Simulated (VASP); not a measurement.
# BP: single point with PBEsol

The system is BP.

```
B P
1.0
     2.20315    2.20315    0.00000
    -2.20315    2.20315    0.00000
     0.00000    2.20315    2.20315
B P
1 1
Direct
  0.00000 0.00000 0.00000
  0.75000 0.25000 0.50000
```

```json
{
 "Program": "VASP 6.6.1",
 "Task": "single point",
 "Functional": "PBEsol",
 "Potentials or basis": "VASP PAW PBE potentials, release 64 (B, P)",
 "Cutoff": "520 eV",
 "k mesh": "8 × 8 × 8",
 "Occupations": "gaussian, width 0.01 eV",
 "Spin": "no spin polarisation"
}
```

The pressure is 15.1 GPa and the band gap on the k mesh is 1.05 eV, indirect (least direct gap 3.50 eV).

Levels at points of the mesh, in eV from the valence-band top:
| k point | band 1 | band 2 | band 3 | band 4 | band 5 | band 6 | band 7 | band 8 | band 9 |
| --- | --- | --- | --- | --- | --- | --- | --- | --- | --- |
| (0.00, 0.00, 0.00) | -16.31 | 0.00 | 0.00 | 0.00 | 3.50 | 3.50 | 3.50 | 8.71 | 11.89 |
| (0.50, 0.00, 0.00) | -12.61 | -9.75 | -1.87 | -1.87 | 4.28 | 4.71 | 4.71 | 10.23 | 15.19 |
| (0.50, 0.50, 0.00) | -10.96 | -9.06 | -4.47 | -4.47 | 1.05 | 1.44 | 12.94 | 12.94 | 16.24 |

Wall time 3.6 s on 1 thread of Intel(R) Xeon(R) Platinum 8488C (Sapphire Rapids), on a shared host, peak memory 0.13 GiB.

Caveat: the PAW data sets were made with another functional, which shifts forces and pressure a little. Expect the measured gap to be larger: semilocal functionals such as PBEsol lack the derivative discontinuity.
